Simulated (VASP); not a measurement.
# TiC (P6_3/mmc) in VASP: further runs

TiC is run at these levels: PBE; tasks: single point.

All numbers are computed with VASP 6.6.1; they aren't measurements. Logs are shortened: lines on timing, memory, paths and dates and some standing lists are left out, and cuts for length are marked.

## 1. The cell of the first run

Symmetry: P6_3/mmc, No. 194, hexagonal system. The conventional cell has a = 3.101 Å, b = 3.101 Å, c = 9.783 Å, α = 90.00°, β = 90.00°, γ = 120.00°. Within 2.9 Å of Ti (site symmetry -6m2) lie 6 C at 2.17 Å. Ti (site symmetry -3m) has 6 C at 2.17 Å within 2.9 Å. Within 2.9 Å of C (site symmetry 3m) lie 6 Ti at 2.17 Å and 1 C at 2.45 Å.

## 2. Single point, PBE

Input file INCAR:

```
SYSTEM = TiC
PREC = Accurate
ENCUT = 520
EDIFF = 1E-6
ISMEAR = 0
SIGMA = 0.1
LREAL = .FALSE.
LASPH = .TRUE.
NELM = 100
ALGO = Normal
ISIF = 2
LWAVE = .FALSE.
LCHARG = .FALSE.
GGA = PE
NBANDS = 42
```

Input file KPOINTS:

```
Automatic mesh
0
G
  6 6 2
  0 0 0
```

Input file POSCAR:

```
TiC
1.0
    3.1011933000      0.0000000000      0.0000000000
   -1.5505966000      2.6857122000      0.0000000000
    0.0000000000      0.0000000000      9.7826734000
Ti C
4 4
Direct
    0.6666667000      0.3333333000      0.7500000000
    0.0000000000      0.0000000000      0.0000000000
    0.3333333000      0.6666667000      0.2500000000
    0.0000000000      0.0000000000      0.5000000000
    0.3333333000      0.6666667000      0.8754600000
    0.6666667000      0.3333333000      0.1245400000
    0.6666667000      0.3333333000      0.3754600000
    0.3333333000      0.6666667000      0.6245400000
```

Potentials or basis: VASP PAW PBE potentials, release 64 (Ti_sv, C).

Run with:

```
> cat potpaw_PBE.64/Ti_sv/POTCAR potpaw_PBE.64/C/POTCAR > POTCAR
> mpirun -np 1 vasp_std > vasp.out
```

OUTCAR:

```text
SYSTEM = TiC
   PREC = Accurate
   ENCUT = 520
   EDIFF = 1E-6
   ISMEAR = 0
   LREAL = .FALSE.
   LASPH = .TRUE.
   NELM = 100
   ISIF = 2
   GGA = PE

 ion  position               nearest neighbor table
   1  0.667  0.333  0.750-   5 2.17   8 2.17   5 2.17   8 2.17   5 2.17   8 2.17
   2  0.000  0.000  0.000-   5 2.17   6 2.17   5 2.17   6 2.17   6 2.17   5 2.17
   3  0.333  0.667  0.250-   6 2.17   7 2.17   6 2.17   7 2.17   6 2.17   7 2.17
   4  0.000  0.000  0.500-   7 2.17   8 2.17   8 2.17   7 2.17   7 2.17   8 2.17
   5  0.333  0.667  0.875-   2 2.17   2 2.17   2 2.17   1 2.17   1 2.17   1 2.17
   6  0.667  0.333  0.125-   2 2.17   2 2.17   2 2.17   3 2.17   3 2.17   3 2.17
   7  0.667  0.333  0.375-   4 2.17   4 2.17   4 2.17   3 2.17   3 2.17   3 2.17
   8  0.333  0.667  0.625-   4 2.17   4 2.17   4 2.17   1 2.17   1 2.17   1 2.17

  LATTYP: Found a hexagonal cell.
 ALAT       =     3.1011933000
 C/A-ratio  =     3.1544868229

  Lattice vectors:

 A1 = (   3.1011933000,   0.0000000000,   0.0000000000)
 A2 = (  -1.5505966000,   2.6857122000,   0.0000000000)
 A3 = (   0.0000000000,   0.0000000000,   9.7826734000)

Analysis of symmetry for initial positions (statically):
=====================================================================
 Subroutine PRICEL returns:
 Original cell was already a primitive cell.

 Routine SETGRP: Setting up the symmetry group for a
 hexagonal supercell.

 Subroutine GETGRP returns: Found 24 space group operations
 (whereof 12 operations were pure point group operations)
 out of a pool of 24 trial point group operations.

The static configuration has the point symmetry D_3d.
 The point group associated with its full space group is D_6h.

Analysis of symmetry for dynamics (positions and initial velocities):
=====================================================================
 Subroutine PRICEL returns:
 Original cell was already a primitive cell.

 Routine SETGRP: Setting up the symmetry group for a
 hexagonal supercell.

 Subroutine GETGRP returns: Found 24 space group operations
 (whereof 12 operations were pure point group operations)
 out of a pool of 24 trial point group operations.

The dynamic configuration has the point symmetry D_3d.
 The point group associated with its full space group is D_6h.

 Subroutine INISYM returns: Found 24 space group operations
 (whereof 12 operations are pure point group operations),
 and found     1 'primitive' translations

----------------------------------------------------------------------------------------

                                     Primitive cell

  volume of cell :      81.4790

  direct lattice vectors                    reciprocal lattice vectors
     3.101193300  0.000000000  0.000000000     0.322456520  0.186170351  0.000000000
    -1.550596600  2.685712200  0.000000000     0.000000000  0.372340715  0.000000000
     0.000000000  0.000000000  9.782673400     0.000000000  0.000000000  0.102221546

  length of vectors
     3.101193300  3.101193292  9.782673400     0.372340714  0.372340715  0.102221546

  position of ions in fractional coordinates (direct lattice)
     0.666666700  0.333333300  0.750000000
     0.000000000  0.000000000  0.000000000
     0.333333300  0.666666700  0.250000000
     0.000000000  0.000000000  0.500000000
     0.333333300  0.666666700  0.875460000
     0.666666700  0.333333300  0.124540000
     0.666666700  0.333333300  0.375460000
     0.333333300  0.666666700  0.624540000

  ion indices of the primitive-cell ions
   primitive index   ion index
                 1           1
                 2           2
                 3           3
                 4           4
                 5           5
                 6           6
                 7           7
                 8           8

----------------------------------------------------------------------------------------

 KPOINTS: Automatic mesh

Automatic generation of k-mesh.
 Grid dimensions read from file:
 generate k-points for:    6    6    2

 Generating k-lattice:

  Cartesian coordinates                     Fractional coordinates (reciprocal lattice)
     0.053742753  0.031028392  0.000000000     0.166666667 -0.000000000  0.000000000
     0.000000000  0.062056786  0.000000000     0.000000000  0.166666667  0.000000000
     0.000000000  0.000000000  0.051110773     0.000000000  0.000000000  0.500000000

  Length of vectors
     0.062056786  0.062056786  0.051110773

  Shift w.r.t. Gamma in fractional coordinates (k-lattice)
     0.000000000  0.000000000  0.000000000

 Subroutine IBZKPT returns following result:
 ===========================================

 Found     14 irreducible k-points:

 Following reciprocal coordinates:
            Coordinates               Weight
  0.000000  0.000000  0.000000      1.000000
  0.166667  0.000000  0.000000      6.000000
  0.333333  0.000000  0.000000      6.000000
  0.500000 -0.000000  0.000000      3.000000
  0.166667  0.166667  0.000000      6.000000
  0.333333  0.166667  0.000000     12.000000
  0.333333  0.333333  0.000000      2.000000
  0.000000  0.000000  0.500000      1.000000
  0.166667  0.000000  0.500000      6.000000
  0.333333  0.000000  0.500000      6.000000
  0.500000 -0.000000  0.500000      3.000000
  0.166667  0.166667  0.500000      6.000000
  0.333333  0.166667  0.500000     12.000000
  0.333333  0.333333  0.500000      2.000000
   k-points           NKPTS =     14   k-points in BZ     NKDIM =     14   number of bands    NBANDS=     42
   number of dos      NEDOS =    301   number of ions     NIONS =      8
   total plane-waves  NPLWV =  46080
   dimension x,y,z NGX =    24 NGY =   24 NGZ =   80
   dimension x,y,z NGXF=    48 NGYF=   48 NGZF=  160
   ions per type =               4   4
   NGX,Y,Z   is equivalent  to a cutoff of  12.87, 12.87, 13.60 a.u.
   NGXF,Y,Z  is equivalent  to a cutoff of  25.73, 25.73, 27.19 a.u.
 SYSTEM =  TiC
   PREC   = accura    normal or accurate (medium, high low for compatibility)
   ISTART =      0    job   : 0-new  1-cont  2-samecut
   ICHARG =      2    charge: 1-file 2-atom 10-const
   ISPIN  =      1    spin polarized calculation?
   LNONCOLLINEAR =      F non collinear calculations
   LSORBIT =      F    spin-orbit coupling
   LASPH  =      T    aspherical Exc in radial PAW
   ENCUT  =  520.0 eV  38.22 Ry    6.18 a.u.   5.77  5.77 18.19*2*pi/ulx,y,z
   NELM   =    100;   NELMIN=  2; NELMDL= -5     # of ELM steps
   EDIFF  = 0.1E-05   stopping-criterion for ELM
   LREAL  =      F    real-space projection
   EDIFFG = 0.1E-04   stopping-criterion for IOM
   NSW    =      0    number of steps for IOM
   IBRION =     -1    ionic relax: 0-MD 1-quasi-New 2-CG
   NFREE  =      0    steps in history (QN), initial steepest desc. (CG)
   ISIF   =      2    stress and relaxation
   ISYM   =      2    0-nonsym 1-usesym 2-fastsym
   POTIM  = 0.5000    time-step for ionic-motion
   TEBEG  =    0.0;   TEEND  =   0.0 temperature during run
   PSTRESS=    0.0 pullay stress
   NELECT =      64.0000    total number of electrons
   NUPDOWN=      -1.0000    fix difference up-down
   EMIN   =  10.00;   EMAX   =-10.00  energy-range for DOS
   EFERMI =   0.00;   METHOD = LEGACY
   ISMEAR =     0;   SIGMA  =   0.10  broadening in eV -4-tet -1-fermi 0-gaus
   EFERMI_NEDOS =   21; number of points for ismear=-14 and -15
   IALGO  =     38    algorithm
   IMIX   =      4    mixing-type and parameters
     AMIX     =   0.40;   BMIX     =  1.00
     AMIX_MAG =   1.60;   BMIX_MAG =  1.00
  volume/ion in A,a.u.               =      10.18        68.73
  Fermi-wavevector in a.u.,A,eV,Ry     =   1.510496  2.854423 31.043021  2.281598
  Thomas-Fermi vector in A             =   2.620678
   LORBIT       =      0    0 simple, 1 ext, 2 COOP (PROOUT), +10 PAW based schemes
   GGA     = PE    functional components
   LHFCALC =     F    Hartree Fock is set to
   AEXX    =    0.0000 exact exchange contribution
   IVDW    =     0    specifies the selected vdW correction
   LEPSILON=     F    determine dielectric tensor
   LRPA    =     F    only Hartree local field effects (RPA)
 non-spin polarized calculation
 Gauss-broadening in eV      SIGMA  =   0.10
  energy-cutoff  :      520.00
  volume of cell :       81.48
 maximum number of plane-waves:      2212
 NGX is ok and might be reduce to    24
   NGX = 11   NGY = 11   NGZ = 37

 number of electron      64.0000001 magnetization

 Free energy of the ion-electron system (eV)
  ---------------------------------------------------
  ext. energy  EPLUGINS =         0.00000000
  ---------------------------------------------------
  free energy    TOTEN  =       -74.07908049 eV

  energy without entropy =      -74.06741324  energy(sigma->0) =      -74.07324686

 E-fermi :   9.4316     XC(G=0): -12.6750

 val. band max:        9.4025637733   @ k =   0.1667   0.1667   0.0000
 cond. band min:       9.7035318293   @ k =   0.3333   0.1667   0.0000
 fundamental gap:      0.3009680560
 Fermi energy:         9.4315769028

 k-point     1 :       0.0000    0.0000    0.0000
  band No.  band energies     occupation
      1     -47.1076      2.00000
      2     -47.0738      2.00000
      3     -47.0583      2.00000
      4     -47.0241      2.00000
      5     -23.6248      2.00000
      6     -23.3873      2.00000
[... 34 lines left out ...]
     41      12.0185      0.00000
     42      12.1977      0.00000

 k-point     2 :       0.1667    0.0000    0.0000
  band No.  band energies     occupation
      1     -47.0923      2.00000
      2     -47.0631      2.00000
      3     -47.0477      2.00000
      4     -47.0183      2.00000
      5     -23.5785      2.00000
      6     -23.4219      2.00000
[... 34 lines left out ...]
     41      12.9594      0.00000
     42      13.1670      0.00000

 k-point     3 :       0.3333    0.0000    0.0000
  band No.  band energies     occupation
      1     -47.0590      2.00000
      2     -47.0418      2.00000
      3     -47.0266      2.00000
      4     -47.0093      2.00000
      5     -23.5623      2.00000
      6     -23.5109      2.00000
[... 34 lines left out ...]
     41      13.1515      0.00000
     42      13.2033      0.00000

 k-point     4 :       0.5000   -0.0000    0.0000
  band No.  band energies     occupation
      1     -47.0390      2.00000
      2     -47.0311      2.00000
      3     -47.0160      2.00000
      4     -47.0080      2.00000
      5     -23.6446      2.00000
      6     -23.5749      2.00000
[... 394 lines left out ...]
     41      13.4149      0.00000
     42      13.4162      0.00000

 k-point    13 :       0.3333    0.1667    0.5000
  band No.  band energies     occupation
      1     -47.0358      2.00000
      2     -47.0358      2.00000
      3     -47.0113      2.00000
      4     -47.0113      2.00000
      5     -23.5641      2.00000
      6     -23.5641      2.00000
[... 34 lines left out ...]
     41      12.9922      0.00000
     42      12.9923      0.00000

 k-point    14 :       0.3333    0.3333    0.5000
  band No.  band energies     occupation
      1     -47.0257      2.00000
      2     -47.0257      2.00000
      3     -47.0107      2.00000
      4     -47.0107      2.00000
      5     -23.5267      2.00000
      6     -23.5267      2.00000
[... 34 lines left out ...]
     41      12.9170      0.00000
     42      12.9170      0.00000

------------------------ aborting loop because EDIFF is reached ----------------------------------------

  FORCE on cell =-STRESS in cart. coord.  units (eV):
  Direction    XX          YY          ZZ          XY          YZ          ZX
  --------------------------------------------------------------------------------------
  -------------------------------------------------------------------------------------
  Total       -0.4692625     -0.4692625      1.3734532     -0.0000000      0.0000000      0.0000000
  in kB       -9.2274266     -9.2274267     27.0071393     -0.0000002      0.0000000      0.0000000
  external PRESSURE =       2.8507620 kB  Pullay stress =       0.0000000 kB

 VOLUME and BASIS-vectors are now :
 -----------------------------------------------------------------------------
  energy-cutoff  :      520.00
  volume of cell :       81.48
      direct lattice vectors                 reciprocal lattice vectors
     3.101193300  0.000000000  0.000000000     0.322456520  0.186170351  0.000000000
    -1.550596600  2.685712200  0.000000000     0.000000000  0.372340715  0.000000000
     0.000000000  0.000000000  9.782673400     0.000000000  0.000000000  0.102221546

 POSITION                                       TOTAL-FORCE (eV/Angst)
 -----------------------------------------------------------------------------------
      1.55060      0.89524      7.33701         0.000000     -0.000000     -0.000000
      0.00000      0.00000      0.00000        -0.000000      0.000000      0.000000
     -0.00000      1.79047      2.44567        -0.000000      0.000000      0.000000
      0.00000      0.00000      4.89134        -0.000000      0.000000      0.000000
     -0.00000      1.79047      8.56434         0.000000     -0.000000      0.077363
      1.55060      0.89524      1.21833        -0.000000      0.000000     -0.077363
      1.55060      0.89524      3.67300        -0.000000      0.000000      0.077363
     -0.00000      1.79047      6.10967         0.000000     -0.000000     -0.077363
 -----------------------------------------------------------------------------------
    total drift:                               -0.000000      0.000000     -0.000000

  FREE ENERGIE OF THE ION-ELECTRON SYSTEM (eV)
  ---------------------------------------------------
  free  energy   TOTEN  =       -74.0790804865 eV

  energy  without entropy=      -74.0674132385  energy(sigma->0) =      -74.07324686
```

Run time: 64 s. Hardware: 1 thread of Intel Xeon Platinum 8259CL at 2.50GHz (Skylake/Cascade Lake), shared host; peak memory 0.2 GiB.

What came out:

```yaml
Free_energy: -74.0791 eV
Pressure: 0.3 GPa
Largest_force: 0.077 eV/Å
Band_gap_on_the_k_mesh: zero (bands 32 and 33 overlap by 0.90 eV)
```

Forces on the atoms (eV/Å):
```
Ti   0.000  0.000  0.000
Ti   0.000  0.000  0.000
Ti   0.000  0.000  0.000
Ti   0.000  0.000  0.000
C    0.000  0.000  0.077
C    0.000  0.000 -0.077
C    0.000  0.000  0.077
C    0.000  0.000 -0.077
```

Stress tensor (GPa, compression positive):
```
-0.92  0.00  0.00
 0.00 -0.92  0.00
 0.00  0.00  2.70
```

Caveat: the k points lie up to 0.39 Å⁻¹ apart, too coarse for converged energies and pressures of a metal.

## 3. Single point, PBE

Input file INCAR:

```
ALGO = Normal
EDIFF = 1E-6
ENCUT = 520
GGA = PE
ISIF = 2
ISMEAR = 0
LASPH = True
LCHARG = False
LREAL = False
LWAVE = False
NBANDS = 42
NELM = 80
PREC = Accurate
SIGMA = 0.1
```

Input file KPOINTS:

```
k-points
0
Gamma
  12 12 4
```

Input file POSCAR:

```
TiC
1.0
    3.1011933116     -0.0000000289      0.0000000000
   -1.5505966308      2.6857122044      0.0000000000
    0.0000000000      0.0000000000      9.7826734000
Ti C
4 4
Direct
    0.6666666667      0.3333333333      0.7500000000
    0.0000000000      0.0000000000      0.0000000000
    0.3333333333      0.6666666667      0.2500000000
    0.0000000000      0.0000000000      0.5000000000
    0.3333333333      0.6666666667      0.8754600000
    0.6666666667      0.3333333333      0.1245400000
    0.6666666667      0.3333333333      0.3754600000
    0.3333333333      0.6666666667      0.6245400000
```

Potentials or basis: VASP PAW PBE potentials, release 64 (Ti_sv, C).

Run with:

```
> cat potpaw_PBE.64/Ti_sv/POTCAR potpaw_PBE.64/C/POTCAR > POTCAR
> mpirun -np 1 vasp_std > vasp.out
```

It took 2.9 min on 1 thread of Intel Xeon Platinum 8259CL at 2.50GHz (Skylake/Cascade Lake), shared host; peak memory 0.29 GiB.

Results (log left out):

* Free energy: -74.1006 eV
* Pressure: 0.2 GPa
* Band gap on the k mesh: zero (bands 32 and 33 overlap by 0.89 eV)

Stress tensor (GPa, compression positive):
```
0.19 0.00 0.00
0.00 0.19 0.00
0.00 0.00 0.11
```

Levels at points of the mesh, in eV from the Fermi level:
```tsv
k point	band 30	band 31	band 32	band 33	band 34	band 35
(0.00, 0.00, 0.00)	-0.33	-0.33	0.64	0.68	0.68	0.98
(0.50, 0.00, 0.00)	-2.10	-1.68	-0.71	0.66	1.19	1.80
(0.00, 0.00, 0.50)	-1.09	-0.55	-0.55	1.44	1.44	1.44
(0.50, 0.00, 0.50)	-2.04	-1.25	-1.25	0.81	0.81	2.42
```
